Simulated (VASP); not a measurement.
# ZnF2 (P4_2/mnm) in VASP: single point with PBE

Aim: the single point of ZnF2 with PBE.

Everything below comes from runs of VASP 6.6.1. Logs are shortened: lines on timing, memory, paths and dates and some standing lists are left out, and cuts for length are marked.

### Step 1. The cell of the first run

Symmetry: P4_2/mnm, No. 136, tetragonal system. Conventional cell: a = 4.705 Å, b = 4.705 Å, c = 3.134 Å, α = 90.00°, β = 90.00°, γ = 90.00°. Within 2.7 Å of Zn (site symmetry mmm) lie 6 F at 2.01 to 2.05 Å. F (site symmetry m2m) has 3 Zn at 2.01 to 2.05 Å and 1 F at 2.63 Å within 2.7 Å.

### Step 2. Single point, PBE

INCAR reads:

```
  PREC = Accurate
  ENCUT = 600
  EDIFF = 1E-6
  ISMEAR = -1
  SIGMA = 0.02
  LREAL = False
  LASPH = True
  NELM = 120
  ALGO = Normal
  ISIF = 2
  LWAVE = False
  LCHARG = True
  GGA = PE
  LELF = True
  LVHAR = True
  NBANDS = 35
  GGA_COMPAT = False
```

KPOINTS reads:

```
regular mesh
0
Gamma
  4 4 6
```

POSCAR reads:

```
ZnF2
1.0
    4.7048000000      0.0000000000      0.0000000000
    0.0000000000      4.7048000000      0.0000000000
    0.0000000000      0.0000000000      3.1338000000
Zn F
2 4
Direct
    0.0000000000      0.0000000000      0.0000000000
    0.5000000000      0.5000000000      0.5000000000
    0.3024000000      0.3024000000      0.0000000000
    0.1976000000      0.8024000000      0.5000000000
    0.6976000000      0.6976000000      0.0000000000
    0.8024000000      0.1976000000      0.5000000000
```

Potentials or basis: VASP PAW PBE potentials, release 64 (Zn, F).

Launch:

```sh
> cat potpaw_PBE.64/Zn/POTCAR potpaw_PBE.64/F/POTCAR > POTCAR
> mpirun -np 1 vasp_std > vasp.out
```

OUTCAR:

```text
PREC = Accurate
   ENCUT = 600
   EDIFF = 1E-6
   ISMEAR = -1
   LREAL = False
   LASPH = True
   NELM = 120
   ISIF = 2
   GGA = PE

 ion  position               nearest neighbor table
   1  0.000  0.000  0.000-   3 2.01   5 2.01   4 2.05   6 2.05   4 2.05   6 2.05
   2  0.500  0.500  0.500-   4 2.01   6 2.01   5 2.05   3 2.05   3 2.05   5 2.05
   3  0.302  0.302  0.000-   1 2.01   2 2.05   2 2.05
   4  0.198  0.802  0.500-   2 2.01   1 2.05   1 2.05
   5  0.698  0.698  0.000-   1 2.01   2 2.05   2 2.05
   6  0.802  0.198  0.500-   2 2.01   1 2.05   1 2.05

  LATTYP: Found a simple tetragonal cell.
 ALAT       =     4.7048000000
 C/A-ratio  =     0.6660856997

  Lattice vectors:

 A1 = (   4.7048000000,   0.0000000000,   0.0000000000)
 A2 = (   0.0000000000,   4.7048000000,   0.0000000000)
 A3 = (   0.0000000000,   0.0000000000,   3.1338000000)

Analysis of symmetry for initial positions (statically):
=====================================================================
 Subroutine PRICEL returns:
 Original cell was already a primitive cell.

 Routine SETGRP: Setting up the symmetry group for a
 simple tetragonal supercell.

 Subroutine GETGRP returns: Found 16 space group operations
 (whereof  8 operations were pure point group operations)
 out of a pool of 16 trial point group operations.

The static configuration has the point symmetry D_2h.
 The point group associated with its full space group is D_4h.

Analysis of symmetry for dynamics (positions and initial velocities):
=====================================================================
 Subroutine PRICEL returns:
 Original cell was already a primitive cell.

 Routine SETGRP: Setting up the symmetry group for a
 simple tetragonal supercell.

 Subroutine GETGRP returns: Found 16 space group operations
 (whereof  8 operations were pure point group operations)
 out of a pool of 16 trial point group operations.

The dynamic configuration has the point symmetry D_2h.
 The point group associated with its full space group is D_4h.

 Subroutine INISYM returns: Found 16 space group operations
 (whereof  8 operations are pure point group operations),
 and found     1 'primitive' translations

----------------------------------------------------------------------------------------

                                     Primitive cell

  volume of cell :      69.3671

  direct lattice vectors                    reciprocal lattice vectors
     4.704800000  0.000000000  0.000000000     0.212548886  0.000000000  0.000000000
     0.000000000  4.704800000  0.000000000     0.000000000  0.212548886  0.000000000
     0.000000000  0.000000000  3.133800000     0.000000000  0.000000000  0.319101410

  length of vectors
     4.704800000  4.704800000  3.133800000     0.212548886  0.212548886  0.319101410

  position of ions in fractional coordinates (direct lattice)
     0.000000000  0.000000000  0.000000000
     0.500000000  0.500000000  0.500000000
     0.302400000  0.302400000  0.000000000
     0.197600000  0.802400000  0.500000000
     0.697600000  0.697600000  0.000000000
     0.802400000  0.197600000  0.500000000

  ion indices of the primitive-cell ions
   primitive index   ion index
                 1           1
                 2           2
                 3           3
                 4           4
                 5           5
                 6           6

----------------------------------------------------------------------------------------

 KPOINTS: regular mesh

Automatic generation of k-mesh.
 Grid dimensions read from file:
 generate k-points for:    4    4    6

 Generating k-lattice:

  Cartesian coordinates                     Fractional coordinates (reciprocal lattice)
     0.053137222  0.000000000  0.000000000     0.250000000  0.000000000  0.000000000
     0.000000000  0.053137222  0.000000000     0.000000000  0.250000000  0.000000000
     0.000000000  0.000000000  0.053183568     0.000000000  0.000000000  0.166666667

  Length of vectors
     0.053137222  0.053137222  0.053183568

  Shift w.r.t. Gamma in fractional coordinates (k-lattice)
     0.000000000  0.000000000  0.000000000

 Subroutine IBZKPT returns following result:
 ===========================================

 Found     24 irreducible k-points:

 Following reciprocal coordinates:
            Coordinates               Weight
  0.000000  0.000000  0.000000      1.000000
  0.250000  0.000000  0.000000      4.000000
  0.500000  0.000000  0.000000      2.000000
  0.250000  0.250000  0.000000      4.000000
  0.500000  0.250000  0.000000      4.000000
  0.500000  0.500000  0.000000      1.000000
[... 16 lines left out ...]
  0.500000  0.250000  0.500000      4.000000
  0.500000  0.500000  0.500000      1.000000
   k-points           NKPTS =     24   k-points in BZ     NKDIM =     24   number of bands    NBANDS=     35
   number of dos      NEDOS =    301   number of ions     NIONS =      6
   total plane-waves  NPLWV =  44800
   dimension x,y,z NGX =    40 NGY =   40 NGZ =   28
   dimension x,y,z NGXF=    80 NGYF=   80 NGZF=   56
   ions per type =               2   4
   NGX,Y,Z   is equivalent  to a cutoff of  14.13, 14.13, 14.85 a.u.
   NGXF,Y,Z  is equivalent  to a cutoff of  28.27, 28.27, 29.71 a.u.
 SYSTEM =  unknown system
   PREC   = accura    normal or accurate (medium, high low for compatibility)
   ISTART =      0    job   : 0-new  1-cont  2-samecut
   ICHARG =      2    charge: 1-file 2-atom 10-const
   ISPIN  =      1    spin polarized calculation?
   LNONCOLLINEAR =      F non collinear calculations
   LSORBIT =      F    spin-orbit coupling
   LASPH  =      T    aspherical Exc in radial PAW
   ENCUT  =  600.0 eV  44.10 Ry    6.64 a.u.   9.40  9.40  6.26*2*pi/ulx,y,z
   NELM   =    120;   NELMIN=  2; NELMDL= -5     # of ELM steps
   EDIFF  = 0.1E-05   stopping-criterion for ELM
   LREAL  =      F    real-space projection
   EDIFFG = 0.1E-04   stopping-criterion for IOM
   NSW    =      0    number of steps for IOM
   IBRION =     -1    ionic relax: 0-MD 1-quasi-New 2-CG
   NFREE  =      0    steps in history (QN), initial steepest desc. (CG)
   ISIF   =      2    stress and relaxation
   ISYM   =      2    0-nonsym 1-usesym 2-fastsym
   POTIM  = 0.5000    time-step for ionic-motion
   TEBEG  =    0.0;   TEEND  =   0.0 temperature during run
   PSTRESS=    0.0 pullay stress
   NELECT =      52.0000    total number of electrons
   NUPDOWN=      -1.0000    fix difference up-down
   EMIN   =  10.00;   EMAX   =-10.00  energy-range for DOS
   EFERMI =   0.00;   METHOD = LEGACY
   ISMEAR =    -1;   SIGMA  =   0.02  broadening in eV -4-tet -1-fermi 0-gaus
   EFERMI_NEDOS =   21; number of points for ismear=-14 and -15
   IALGO  =     38    algorithm
   IMIX   =      4    mixing-type and parameters
     AMIX     =   0.40;   BMIX     =  1.00
     AMIX_MAG =   1.60;   BMIX_MAG =  1.00
  volume/ion in A,a.u.               =      11.56        78.02
  Fermi-wavevector in a.u.,A,eV,Ry     =   1.487161  2.810327 30.091308  2.211649
  Thomas-Fermi vector in A             =   2.600357
   LORBIT       =      0    0 simple, 1 ext, 2 COOP (PROOUT), +10 PAW based schemes
   GGA     = PE    functional components
   LHFCALC =     F    Hartree Fock is set to
   AEXX    =    0.0000 exact exchange contribution
   IVDW    =     0    specifies the selected vdW correction
   LEPSILON=     F    determine dielectric tensor
   LRPA    =     F    only Hartree local field effects (RPA)
 non-spin polarized calculation
  energy-cutoff  :      600.00
  volume of cell :       69.37
 maximum number of plane-waves:      2340
 NGX is ok and might be reduce to    40
   NGX = 19   NGY = 19   NGZ = 13

 number of electron      52.0000018 magnetization

 Free energy of the ion-electron system (eV)
  ---------------------------------------------------
  ext. energy  EPLUGINS =         0.00000000
  ---------------------------------------------------
  free energy    TOTEN  =       -23.16569436 eV

  energy without entropy =      -23.16569436  energy(sigma->0) =      -23.16569436

 E-fermi :  -0.6406     XC(G=0): -10.2771

 val. band max:       -1.1054287831   @ k =   0.0000   0.0000   0.0000
 cond. band min:       2.3709204186   @ k =   0.0000   0.0000   0.0000
 fundamental gap:      3.4763492018
 Fermi energy:        -0.6405917360

 k-point     1 :       0.0000    0.0000    0.0000
  band No.  band energies     occupation
      1     -23.0150      2.00000
      2     -22.2456      2.00000
      3     -22.2456      2.00000
      4     -22.2008      2.00000
      5      -7.3790      2.00000
      6      -6.4857      2.00000
[... 27 lines left out ...]
     34      13.9492      0.00000
     35      13.9492      0.00000

 k-point     2 :       0.2500    0.0000    0.0000
  band No.  band energies     occupation
      1     -22.9211      2.00000
      2     -22.4109      2.00000
      3     -22.2260      2.00000
      4     -22.1609      2.00000
      5      -7.0833      2.00000
      6      -6.3938      2.00000
[... 27 lines left out ...]
     34      14.6160      0.00000
     35      14.8902      0.00000

 k-point     3 :       0.5000    0.0000    0.0000
  band No.  band energies     occupation
      1     -22.6823      2.00000
      2     -22.6823      2.00000
      3     -22.1832      2.00000
      4     -22.1832      2.00000
      5      -6.4622      2.00000
      6      -6.4622      2.00000
[... 27 lines left out ...]
     34      14.5413      0.00000
     35      15.5094      0.00000
[... 723 lines left out ...]
 k-point    23 :       0.5000    0.2500    0.5000
  band No.  band energies     occupation
      1     -22.4035      2.00000
      2     -22.4035      2.00000
      3     -22.2447      2.00000
      4     -22.2447      2.00000
      5      -6.4906      2.00000
      6      -6.4906      2.00000
[... 27 lines left out ...]
     34      12.4040      0.00000
     35      15.0603      0.00000

 k-point    24 :       0.5000    0.5000    0.5000
  band No.  band energies     occupation
      1     -22.4099      2.00000
      2     -22.4099      2.00000
      3     -22.2354      2.00000
      4     -22.2354      2.00000
      5      -6.6432      2.00000
      6      -6.6432      2.00000
[... 27 lines left out ...]
     34      11.5605      0.00000
     35      16.0023      0.00000

------------------------ aborting loop because EDIFF is reached ----------------------------------------

  FORCE on cell =-STRESS in cart. coord.  units (eV):
  Direction    XX          YY          ZZ          XY          YZ          ZX
  --------------------------------------------------------------------------------------
  -------------------------------------------------------------------------------------
  Total        2.7083478      2.7083478      3.0480004     -0.0000000      0.0000000      0.0000000
  in kB       62.5549111     62.5549111     70.3998915     -0.0000000      0.0000000      0.0000000
  external PRESSURE =      65.1699046 kB  Pullay stress =       0.0000000 kB

 VOLUME and BASIS-vectors are now :
 -----------------------------------------------------------------------------
  energy-cutoff  :      600.00
  volume of cell :       69.37
      direct lattice vectors                 reciprocal lattice vectors
     4.704800000  0.000000000  0.000000000     0.212548886  0.000000000  0.000000000
     0.000000000  4.704800000  0.000000000     0.000000000  0.212548886  0.000000000
     0.000000000  0.000000000  3.133800000     0.000000000  0.000000000  0.319101410

 POSITION                                       TOTAL-FORCE (eV/Angst)
 -----------------------------------------------------------------------------------
      0.00000      0.00000      0.00000         0.000000     -0.000000      0.000000
      2.35240      2.35240      1.56690         0.000000     -0.000000      0.000000
      1.42273      1.42273      0.00000         0.008684      0.008684     -0.000000
      0.92967      3.77513      1.56690        -0.008684      0.008684     -0.000000
      3.28207      3.28207      0.00000        -0.008684     -0.008684      0.000000
      3.77513      0.92967      1.56690         0.008684     -0.008684      0.000000
 -----------------------------------------------------------------------------------
    total drift:                               -0.000000      0.000000     -0.000000

  FREE ENERGIE OF THE ION-ELECTRON SYSTEM (eV)
  ---------------------------------------------------
  free  energy   TOTEN  =       -23.1656943614 eV

  energy  without entropy=      -23.1656943614  energy(sigma->0) =      -23.16569436
```

Wall time 64 s (1 thread of Oxide Virtual Turin-like, shared host); peak memory 0.19 GiB.

What came out:

```
Free energy            : -23.1657 eV
Pressure               : 6.5 GPa
Largest force          : 0.012 eV/Å
Band gap on the k mesh : 3.48 eV
```

Forces on the atoms (eV/Å):
```
Zn   0.000  0.000  0.000
Zn   0.000  0.000  0.000
F    0.009  0.009  0.000
F   -0.009  0.009  0.000
F   -0.009 -0.009  0.000
F    0.009 -0.009  0.000
```

Stress tensor (GPa, compression positive):
```
6.26 0.00 0.00
0.00 6.26 0.00
0.00 0.00 7.04
```

Caveat: the cell stands under pressure.
